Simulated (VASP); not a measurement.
Wanted: the native input for a VASP 6.6.1 run.

* Task: single point
* Functional: PBEsol
* Potentials or basis: VASP PAW PBE potentials, release 64 (Fe, Ge_d)
* Cutoff: 520 eV
* k mesh: 8 × 8 × 6
* Occupations: gaussian, width 0.1 eV
* Spin: collinear spin, ferromagnetic start
* Starting moments: [2.4, 2.4, 2.4, 2.4, 0.0, 0.0] μB
* Dipole correction: no
* Further INCAR settings: ALGO = Normal; EDIFF = 1e-07; NBANDS = 43

The structure of Fe2Ge lies in POSCAR:

```
Fe2Ge
1.0
    4.0770135583      0.0000000000      0.0000000000
   -2.0385018467      3.5307969080      0.0000000000
    0.0000000000      0.0000000000      4.9410558909
Fe Ge
4 2
Direct
    0.0000000000      0.0000000000      0.0000000000
    0.0000000000      0.0000000000      0.5000000000
    0.6666666667      0.3333333333      0.7500000000
    0.3333333333      0.6666666667      0.2500000000
    0.6666666667      0.3333333333      0.2500000000
    0.3333333333      0.6666666667      0.7500000000
```

One way to write it, as run:

INCAR

```
PREC = Accurate ; ENCUT = 520
EDIFF = 1E-7 ; ISMEAR = 0
SIGMA = 0.1 ; LREAL = F
LASPH = T ; NELM = 150
ALGO = Normal ; ISIF = 2
LWAVE = F ; LCHARG = T
ISPIN = 2 ; MAGMOM = 2.4 2.4 2.4 2.4 0 0
LORBIT = 11 ; LMAXMIX = 4
GGA = PS ; LELF = T
LVHAR = T ; NBANDS = 43
```

KPOINTS

```
Automatic mesh
0
Gamma
  8 8 6
```

Potentials or basis: VASP PAW PBE potentials, release 64 (Fe, Ge_d).

Run with:

```console
$ cat potpaw_PBE.64/Fe/POTCAR potpaw_PBE.64/Ge_d/POTCAR > POTCAR
$ mpirun -np 1 vasp_std > vasp.out
```

It gave:

| Quantity | Value |
| --- | --- |
| Pressure | -2.6 GPa |
| Net moment | 7.15 μB per cell |
| Site moments | Fe +2.30, +1.34 (each value once); Ge -0.08 μB |
| Valence electrons inside the program's atomic spheres | Fe 7.20, 7.48 (each value once); Ge 12.56 |

Caveat: the PAW data sets were made with another functional, which shifts forces and pressure a little.

Run time: 3.2 min on 1 thread of Intel(R) Xeon(R) 6975P-C (Granite Rapids), on a shared host, peak memory 0.31 GiB.
